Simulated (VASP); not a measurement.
# HfC (P6_3/mmc) in VASP: notebook

Runs on HfC. Level: PBE. Tasks: relaxation of shape and atoms at fixed volume.

Program: VASP 6.6.1. These are calculated values, not measurements. Logs are shortened: lines on timing, memory, paths and dates and some standing lists are left out, and cuts for length are marked.

### 1 The cell of the first run

It takes space group P6_3/mmc (No. 194, hexagonal). Conventional cell: a = 3.201 Å, b = 3.201 Å, c = 5.673 Å, α = 90.00°, β = 90.00°, γ = 120.00°. Hf (site symmetry -3m) has 6 C at 2.33 Å and 8 Hf at 2.84 to 3.20 Å within 3.3 Å. Within 3.4 Å of C (site symmetry -6m2) lie 6 Hf at 2.33 Å and 12 C at 3.20 to 3.39 Å.

### 2 Relaxation of shape and atoms at fixed volume, PBE (12.58 Å³/atom)

File INCAR:

```
SYSTEM = HfC
  PREC = Accurate
  ENCUT = 600
  EDIFF = 1E-6
  ISMEAR = 0
  SIGMA = 0.05
  LREAL = .FALSE.
  LASPH = .TRUE.
  NELM = 80
  ALGO = Normal
  ISIF = 4
  LWAVE = .FALSE.
  LCHARG = .FALSE.
  GGA = PE
  IBRION = 2
  NSW = 60
  EDIFFG = -0.01
```

File KPOINTS:

```
Automatic mesh
0
G
  12 12 6
  0 0 0
```

File POSCAR:

```
HfC
1.0
    3.2007558077      0.0000000000      0.0000000000
   -1.6003779038      2.7719358408      0.0000000000
    0.0000000000      0.0000000000      5.6728560477
Hf C
2 2
Direct
    0.0000000000      0.0000000000      0.0000000000
    0.0000000000      0.0000000000      0.5000000000
    0.3333333333      0.6666666667      0.2500000000
    0.6666666667      0.3333333333      0.7500000000
```

Potentials or basis: VASP PAW PBE potentials, release 64 (Hf_pv, C).

Command:

```sh
cat potpaw_PBE.64/Hf_pv/POTCAR potpaw_PBE.64/C/POTCAR > POTCAR
mpirun -np 1 vasp_std > vasp.out
```

OUTCAR:

```text
SYSTEM = HfC
   PREC = Accurate
   ENCUT = 600
   EDIFF = 1E-6
   ISMEAR = 0
   LREAL = .FALSE.
   LASPH = .TRUE.
   NELM = 80
   ISIF = 4
   GGA = PE
   IBRION = 2
   NSW = 60
   EDIFFG = -0.01

 ion  position               nearest neighbor table
   1  0.000  0.000  0.000-   3 2.33   4 2.33   3 2.33   4 2.33   4 2.33   3 2.33   2 2.84   2 2.84

   2  0.000  0.000  0.500-   3 2.33   4 2.33   3 2.33   4 2.33   4 2.33   3 2.33   1 2.84   1 2.84

   3  0.333  0.667  0.250-   1 2.33   2 2.33   1 2.33   2 2.33   1 2.33   2 2.33
   4  0.667  0.333  0.750-   1 2.33   2 2.33   1 2.33   2 2.33   1 2.33   2 2.33

  LATTYP: Found a hexagonal cell.
 ALAT       =     3.2007558077
 C/A-ratio  =     1.7723489040

  Lattice vectors:

 A1 = (   3.2007558077,   0.0000000000,   0.0000000000)
 A2 = (  -1.6003779038,   2.7719358408,   0.0000000000)
 A3 = (   0.0000000000,   0.0000000000,   5.6728560477)

Analysis of symmetry for initial positions (statically):
=====================================================================
 Subroutine PRICEL returns:
 Original cell was already a primitive cell.

 Routine SETGRP: Setting up the symmetry group for a
 hexagonal supercell.

 Subroutine GETGRP returns: Found 24 space group operations
 (whereof 12 operations were pure point group operations)
 out of a pool of 24 trial point group operations.

The static configuration has the point symmetry D_3d.
 The point group associated with its full space group is D_6h.

Analysis of symmetry for dynamics (positions and initial velocities):
=====================================================================
 Subroutine PRICEL returns:
 Original cell was already a primitive cell.

 Routine SETGRP: Setting up the symmetry group for a
 hexagonal supercell.

 Subroutine GETGRP returns: Found 24 space group operations
 (whereof 12 operations were pure point group operations)
 out of a pool of 24 trial point group operations.

The dynamic configuration has the point symmetry D_3d.
 The point group associated with its full space group is D_6h.

 Subroutine INISYM returns: Found 24 space group operations
 (whereof 12 operations are pure point group operations),
 and found     1 'primitive' translations

----------------------------------------------------------------------------------------

                                     Primitive cell

  volume of cell :      50.3312

  direct lattice vectors                    reciprocal lattice vectors
     3.200755808  0.000000000  0.000000000     0.312426208  0.180379355  0.000000000
    -1.600377904  2.771935841  0.000000000     0.000000000  0.360758711  0.000000000
     0.000000000  0.000000000  5.672856048     0.000000000  0.000000000  0.176278050

  length of vectors
     3.200755808  3.200755808  5.672856048     0.360758711  0.360758711  0.176278050

  position of ions in fractional coordinates (direct lattice)
     0.000000000  0.000000000  0.000000000
     0.000000000  0.000000000  0.500000000
     0.333333333  0.666666667  0.250000000
     0.666666667  0.333333333  0.750000000

  ion indices of the primitive-cell ions
   primitive index   ion index
                 1           1
                 2           2
                 3           3
                 4           4

----------------------------------------------------------------------------------------

 KPOINTS: Automatic mesh

Automatic generation of k-mesh.
 Grid dimensions read from file:
 generate k-points for:   12   12    6

 Generating k-lattice:

  Cartesian coordinates                     Fractional coordinates (reciprocal lattice)
     0.026035517  0.015031613  0.000000000     0.083333333  0.000000000  0.000000000
     0.000000000  0.030063226  0.000000000     0.000000000  0.083333333  0.000000000
     0.000000000  0.000000000  0.029379675     0.000000000  0.000000000  0.166666667

  Length of vectors
     0.030063226  0.030063226  0.029379675

  Shift w.r.t. Gamma in fractional coordinates (k-lattice)
     0.000000000  0.000000000  0.000000000

 Subroutine IBZKPT returns following result:
 ===========================================

 Found     76 irreducible k-points:

 Following reciprocal coordinates:
            Coordinates               Weight
  0.000000  0.000000  0.000000      1.000000
  0.083333  0.000000  0.000000      6.000000
  0.166667  0.000000  0.000000      6.000000
  0.250000  0.000000  0.000000      6.000000
  0.333333  0.000000  0.000000      6.000000
  0.416667  0.000000  0.000000      6.000000
[... 16 lines left out ...]
  0.250000  0.000000  0.166667     12.000000
  0.333333  0.000000  0.166667     12.000000
 [... further k-points ...]
   k-points           NKPTS =     76   k-points in BZ     NKDIM =     76   number of bands    NBANDS=     18
   number of dos      NEDOS =    301   number of ions     NIONS =      4
   total plane-waves  NPLWV =  37632
   dimension x,y,z NGX =    28 NGY =   28 NGZ =   48
   dimension x,y,z NGXF=    56 NGYF=   56 NGZF=   96
   ions per type =               2   2
   NGX,Y,Z   is equivalent  to a cutoff of  14.54, 14.54, 14.07 a.u.
   NGXF,Y,Z  is equivalent  to a cutoff of  29.09, 29.09, 28.13 a.u.
 SYSTEM =  HfC
   PREC   = accura    normal or accurate (medium, high low for compatibility)
   ISTART =      0    job   : 0-new  1-cont  2-samecut
   ICHARG =      2    charge: 1-file 2-atom 10-const
   ISPIN  =      1    spin polarized calculation?
   LNONCOLLINEAR =      F non collinear calculations
   LSORBIT =      F    spin-orbit coupling
   LASPH  =      T    aspherical Exc in radial PAW
   ENCUT  =  600.0 eV  44.10 Ry    6.64 a.u.   6.39  6.39 11.33*2*pi/ulx,y,z
   NELM   =     80;   NELMIN=  2; NELMDL= -5     # of ELM steps
   EDIFF  = 0.1E-05   stopping-criterion for ELM
   LREAL  =      F    real-space projection
   EDIFFG = -.1E-01   stopping-criterion for IOM
   NSW    =     60    number of steps for IOM
   IBRION =      2    ionic relax: 0-MD 1-quasi-New 2-CG
   NFREE  =      1    steps in history (QN), initial steepest desc. (CG)
   ISIF   =      4    stress and relaxation
   ISYM   =      2    0-nonsym 1-usesym 2-fastsym
   POTIM  = 0.5000    time-step for ionic-motion
   TEBEG  =    0.0;   TEEND  =   0.0 temperature during run
   PSTRESS=    0.0 pullay stress
   NELECT =      28.0000    total number of electrons
   NUPDOWN=      -1.0000    fix difference up-down
   EMIN   =  10.00;   EMAX   =-10.00  energy-range for DOS
   EFERMI =   0.00;   METHOD = LEGACY
   ISMEAR =     0;   SIGMA  =   0.05  broadening in eV -4-tet -1-fermi 0-gaus
   EFERMI_NEDOS =   21; number of points for ismear=-14 and -15
   IALGO  =     38    algorithm
   IMIX   =      4    mixing-type and parameters
     AMIX     =   0.40;   BMIX     =  1.00
     AMIX_MAG =   1.60;   BMIX_MAG =  1.00
  volume/ion in A,a.u.               =      12.58        84.91
  Fermi-wavevector in a.u.,A,eV,Ry     =   1.346423  2.544371 24.665406  1.812856
  Thomas-Fermi vector in A             =   2.474257
   LORBIT       =      0    0 simple, 1 ext, 2 COOP (PROOUT), +10 PAW based schemes
   GGA     = PE    functional components
   LHFCALC =     F    Hartree Fock is set to
   AEXX    =    0.0000 exact exchange contribution
   IVDW    =     0    specifies the selected vdW correction
   LEPSILON=     F    determine dielectric tensor
   LRPA    =     F    only Hartree local field effects (RPA)
 conjugate gradient relaxation of ions
 non-spin polarized calculation
 Gauss-broadening in eV      SIGMA  =   0.05
  energy-cutoff  :      600.00
  volume of cell :       50.33
 maximum number of plane-waves:      1700
 NGX is ok and might be reduce to    28
   NGX = 13   NGY = 13   NGZ = 23

--------------------------------------- Ionic step        1  -------------------------------------------

 number of electron      27.9999996 magnetization

 Free energy of the ion-electron system (eV)
  ---------------------------------------------------
  ext. energy  EPLUGINS =         0.00000000
  ---------------------------------------------------
  free energy    TOTEN  =       -39.85342349 eV

  energy without entropy =      -39.85239488  energy(sigma->0) =      -39.85290919

------------------------ aborting loop because EDIFF is reached ----------------------------------------

  FORCE on cell =-STRESS in cart. coord.  units (eV):
  Direction    XX          YY          ZZ          XY          YZ          ZX
  --------------------------------------------------------------------------------------
  -------------------------------------------------------------------------------------
  Total        3.8993237      3.8993237      3.9970182      0.0000000      0.0000000      0.0000000
  in kB      124.1258964    124.1258964    127.2357714      0.0000000      0.0000000      0.0000000
  external PRESSURE =     125.1625214 kB  Pullay stress =       0.0000000 kB
[... 61 lines left out ...]
  energy  without entropy=      -39.8524093117  energy(sigma->0) =      -39.85291500

--------------------------------------- Ionic step        3  -------------------------------------------

 number of electron      27.9999996 magnetization

 Free energy of the ion-electron system (eV)
  ---------------------------------------------------
  ext. energy  EPLUGINS =         0.00000000
  ---------------------------------------------------
  free energy    TOTEN  =       -39.85344188 eV

  energy without entropy =      -39.85242156  energy(sigma->0) =      -39.85293172

 E-fermi :   5.8056     XC(G=0): -12.2301

 val. band max:        5.7955858113   @ k =   0.2500   0.0000   0.0000
 cond. band min:       5.8254020795   @ k =   0.1667   0.0000   0.1667
 fundamental gap:      0.0298162682
 Fermi energy:         5.8055758553

 k-point     1 :       0.0000    0.0000    0.0000
  band No.  band energies     occupation
      1     -24.6248      2.00000
      2     -23.7535      2.00000
      3     -23.7535      2.00000
      4     -23.6202      2.00000
      5     -23.6202      2.00000
      6     -23.3625      2.00000
[... 10 lines left out ...]
     17       8.0089      0.00000
     18       8.1121      0.00000
[... 466 lines left out ...]
      2     -24.2543      2.00000
      3     -24.0851      2.00000
      4     -23.8602      2.00000
      5     -23.7325      2.00000
      6     -23.3896      2.00000
[... 10 lines left out ...]
     17      10.3908      0.00000
     18      10.5750      0.00000

 [... further k-points ...]

------------------------ aborting loop because EDIFF is reached ----------------------------------------

  FORCE on cell =-STRESS in cart. coord.  units (eV):
  Direction    XX          YY          ZZ          XY          YZ          ZX
  --------------------------------------------------------------------------------------
  -------------------------------------------------------------------------------------
  Total        3.9249188      3.9249188      3.9241631      0.0000000      0.0000000      0.0000000
  in kB      124.9406567    124.9406567    124.9165997      0.0000000      0.0000000      0.0000000
  external PRESSURE =     124.9326377 kB  Pullay stress =       0.0000000 kB
[... 19 lines left out ...]
  FREE ENERGIE OF THE ION-ELECTRON SYSTEM (eV)
  ---------------------------------------------------
  free  energy   TOTEN  =       -39.8534418829 eV

  energy  without entropy=      -39.8524215591  energy(sigma->0) =      -39.85293172

 reached required accuracy - stopping structural energy minimisation
```

Wall time 77 s (1 thread of Intel Xeon Platinum 8488C (Sapphire Rapids), shared host); peak memory 0.24 GiB.

What came out:

- Free energy: -39.8534 eV
- Energy gained by relaxing: 0.0 meV/atom
- Ionic steps: 3
- Pressure after relaxing: 12.5 GPa
- Band gap on the k mesh: zero (bands 14 and 15 overlap by 1.60 eV)

Final structure:
```
Hf C
1.0
     3.20014    0.00000    0.00000
    -1.60007    2.77141    0.00000
     0.00000    0.00000    5.67503
Hf C
2 2
Cartesian
  0.0000 0.0000 0.0000
  -1.6001 2.7714 2.8375
  0.0000 1.8476 1.4188
  1.6001 0.9238 4.2563
```

Caveat: spin-orbit coupling is left out, which moves the levels of the heavy elements.

### 3 Relaxation of shape and atoms at fixed volume, PBE (12.78 Å³/atom)

This run uses another cell than the first one, of 12.78 Å³/atom.

File INCAR:

```
SYSTEM = HfC
PREC = Accurate ; ENCUT = 600
EDIFF = 1E-6 ; ISMEAR = 0
SIGMA = 0.05 ; LREAL = .FALSE.
LASPH = .TRUE. ; NELM = 60
ALGO = Normal ; ISIF = 4
LWAVE = .FALSE. ; LCHARG = .FALSE.
GGA = PE ; IBRION = 2
NSW = 60 ; EDIFFG = -0.01
```

File KPOINTS:

```
regular mesh
0
G
  12 12 6
  0 0 0
```

File POSCAR:

```
HfC
1.0
    3.2196497699      0.0000000000      0.0000000000
   -1.6098248849      2.7882984921      0.0000000000
    0.0000000000      0.0000000000      5.6954626444
Hf C
2 2
Direct
    0.0000000000      0.0000000000      0.0000000000
    0.0000000000      0.0000000000      0.5000000000
    0.3333333333      0.6666666667      0.2500000000
    0.6666666667      0.3333333333      0.7500000000
```

Potentials or basis: VASP PAW PBE potentials, release 64 (Hf_pv, C).

Command:

```sh
cat potpaw_PBE.64/Hf_pv/POTCAR potpaw_PBE.64/C/POTCAR > POTCAR
mpirun -np 1 vasp_std > vasp.out
```

OUTCAR:

```text
SYSTEM = HfC
   PREC = Accurate
   ENCUT = 600
   EDIFF = 1E-6
   ISMEAR = 0
   LREAL = .FALSE.
   LASPH = .TRUE.
   NELM = 60
   ISIF = 4
   GGA = PE
   IBRION = 2
   NSW = 60
   EDIFFG = -0.01

 ion  position               nearest neighbor table
   1  0.000  0.000  0.000-   3 2.34   4 2.34   4 2.34   3 2.34   4 2.34   3 2.34   2 2.85   2 2.85

   2  0.000  0.000  0.500-   3 2.34   4 2.34   4 2.34   3 2.34   4 2.34   3 2.34   1 2.85   1 2.85

   3  0.333  0.667  0.250-   1 2.34   2 2.34   1 2.34   2 2.34   1 2.34   2 2.34
   4  0.667  0.333  0.750-   1 2.34   2 2.34   1 2.34   2 2.34   1 2.34   2 2.34

  LATTYP: Found a hexagonal cell.
 ALAT       =     3.2196497699
 C/A-ratio  =     1.7689696245

  Lattice vectors:

 A1 = (   3.2196497699,   0.0000000000,   0.0000000000)
 A2 = (  -1.6098248849,   2.7882984921,   0.0000000000)
 A3 = (   0.0000000000,   0.0000000000,   5.6954626444)

Analysis of symmetry for initial positions (statically):
=====================================================================
 Subroutine PRICEL returns:
 Original cell was already a primitive cell.
[... 184 lines left out ...]
  --------------------------------------------------------------------------------------
  -------------------------------------------------------------------------------------
  Total        2.6627477      2.6627477      2.8507422      0.0000000      0.0000000     -0.0000000
  in kB       83.4379633     83.4379633     89.3288265      0.0000000      0.0000000     -0.0000000
  external PRESSURE =      85.4015844 kB  Pullay stress =       0.0000000 kB
[... 63 lines left out ...]
--------------------------------------- Ionic step        3  -------------------------------------------

 number of electron      27.9999997 magnetization

 Free energy of the ion-electron system (eV)
  ---------------------------------------------------
  ext. energy  EPLUGINS =         0.00000000
  ---------------------------------------------------
  free energy    TOTEN  =       -39.90625829 eV

  energy without entropy =      -39.90523658  energy(sigma->0) =      -39.90574744

 E-fermi :   5.6802     XC(G=0): -12.1524

 val. band max:        5.6717825801   @ k =   0.0833   0.0833   0.0000
 cond. band min:       5.7041667173   @ k =   0.1667   0.0000   0.1667
 fundamental gap:      0.0323841371
 Fermi energy:         5.6802453289

 k-point     1 :       0.0000    0.0000    0.0000
  band No.  band energies     occupation
      1     -24.7665      2.00000
      2     -23.9445      2.00000
      3     -23.9445      2.00000
      4     -23.8173      2.00000
      5     -23.8173      2.00000
      6     -23.5575      2.00000
[... 481 lines left out ...]
      5     -23.9232      2.00000
      6     -23.5848      2.00000
[... 10 lines left out ...]
     17      10.1932      0.00000
     18      10.3767      0.00000

 [... further k-points ...]

------------------------ aborting loop because EDIFF is reached ----------------------------------------

  FORCE on cell =-STRESS in cart. coord.  units (eV):
  Direction    XX          YY          ZZ          XY          YZ          ZX
  --------------------------------------------------------------------------------------
  -------------------------------------------------------------------------------------
  Total        2.7138411      2.7138411      2.7120327      0.0000000      0.0000000     -0.0000000
  in kB       85.0389914     85.0389914     84.9823231      0.0000000      0.0000000     -0.0000000
  external PRESSURE =      85.0201020 kB  Pullay stress =       0.0000000 kB
[... 19 lines left out ...]
  FREE ENERGIE OF THE ION-ELECTRON SYSTEM (eV)
  ---------------------------------------------------
  free  energy   TOTEN  =       -39.9062582915 eV

  energy  without entropy=      -39.9052365825  energy(sigma->0) =      -39.90574744

 reached required accuracy - stopping structural energy minimisation
```

Run time: 75 s. Hardware: 1 thread of Intel Xeon Platinum 8488C (Sapphire Rapids), shared host; peak memory 0.25 GiB.

Results:

```
Free energy               : -39.9063 eV
Energy gained by relaxing : 0.0 meV/atom
Ionic steps               : 3
Pressure after relaxing   : 8.5 GPa
Band gap on the k mesh    : zero (bands 14 and 15 overlap by 1.57 eV)
```

Final structure:
```
Hf C
1.0
     3.21847    0.00000    0.00000
    -1.60923    2.78728    0.00000
     0.00000    0.00000    5.69964
Hf C
2 2
Direct
  0.00000 0.00000 0.00000
  0.00000 0.00000 0.50000
  0.33333 0.66667 0.25000
  0.66667 0.33333 0.75000
```

Levels at points of the mesh, in eV from the Fermi level:
```
           k point  band 12  band 13  band 14  band 15  band 16  band 17
(0.00, 0.00, 0.00)    -1.22     0.81     1.44     1.44     2.18     2.18
(0.50, 0.00, 0.00)    -1.82    -1.11    -0.93     0.40     2.11     5.71
(0.00, 0.00, 0.50)    -1.17    -1.17    -1.17     2.98     2.98     3.29
(0.50, 0.00, 0.50)    -1.89    -1.37    -1.37     1.17     1.17     6.13
```

Caveat: spin-orbit coupling is left out, which moves the levels of the heavy elements.

### 4 Relaxation of shape and atoms at fixed volume, PBE (13.05 Å³/atom)

This run uses another cell than the first one, of 13.05 Å³/atom.

File INCAR:

```
SYSTEM = HfC
ALGO = Normal
EDIFF = 1E-6
EDIFFG = -0.01
ENCUT = 600
GGA = PE
IBRION = 2
ISIF = 4
ISMEAR = 0
LASPH = .True.
LCHARG = .False.
LREAL = .False.
LWAVE = .False.
NELM = 60
NSW = 60
PREC = Accurate
SIGMA = 0.05
```

File KPOINTS:

```
k-points
0
Gamma
  12 12 6
  0 0 0
```

File POSCAR:

```
HfC
1.0
    3.2438734545      0.0000000000      0.0000000000
   -1.6219367272      2.8092768183      0.0000000000
    0.0000000000      0.0000000000      5.7276082661
Hf C
2 2
Direct
    0.0000000000      0.0000000000      0.0000000000
    0.0000000000      0.0000000000      0.5000000000
    0.3333333333      0.6666666667      0.2500000000
    0.6666666667      0.3333333333      0.7500000000
```

Command:

```sh
cat potpaw_PBE.64/Hf_pv/POTCAR potpaw_PBE.64/C/POTCAR > POTCAR
mpirun -np 1 vasp_std > vasp.out
```

Run time: 68 s. Hardware: 1 thread of Intel Xeon Platinum 8488C (Sapphire Rapids), shared host; peak memory 0.24 GiB.

The run converged. Its results:

```yaml
Free_energy: -39.9471 eV
Energy_gained_by_relaxing: 0.0 meV/atom
Ionic_steps: 3
Pressure_after_relaxing: 3.6 GPa
Band_gap_on_the_k_mesh: zero (bands 14 and 15 overlap by 1.52 eV)
```

Final structure:
```yaml
crystal:
  lattice:
    - [3.24268, 0.00000, 0.00000]
    - [-1.62134, 2.80825, 0.00000]
    - [0.00000, 0.00000, 5.73181]
  atoms:
    - { symbol: Hf, position: [0.00000, 0.00000, 0.00000] }
    - { symbol: Hf, position: [0.00000, 0.00000, 0.50000] }
    - { symbol: C, position: [0.33333, 0.66667, 0.25000] }
    - { symbol: C, position: [0.66667, 0.33333, 0.75000] }
```

Levels at points of the mesh, in eV from the Fermi level:
```csv
k point,band 10,band 11,band 12,band 13,band 14,band 15,band 16,band 17,band 18
"(0.00, 0.00, 0.00)",-2.27,-2.27,-1.16,0.80,1.42,1.42,2.15,2.15,2.27
"(0.50, 0.00, 0.00)",-3.70,-2.53,-1.81,-1.06,-0.96,0.38,2.12,5.60,5.73
"(0.00, 0.00, 0.50)",-3.11,-1.14,-1.14,-1.14,-1.14,2.93,2.93,3.24,3.24
"(0.50, 0.00, 0.50)",-4.36,-1.87,-1.87,-1.34,-1.34,1.17,1.17,6.00,6.00
```

Caveat: spin-orbit coupling is left out, which moves the levels of the heavy elements.

(Part 1 of 2 ends here.)

The gap in the log of VASP goes by the Fermi energy; the results here count the filled bands.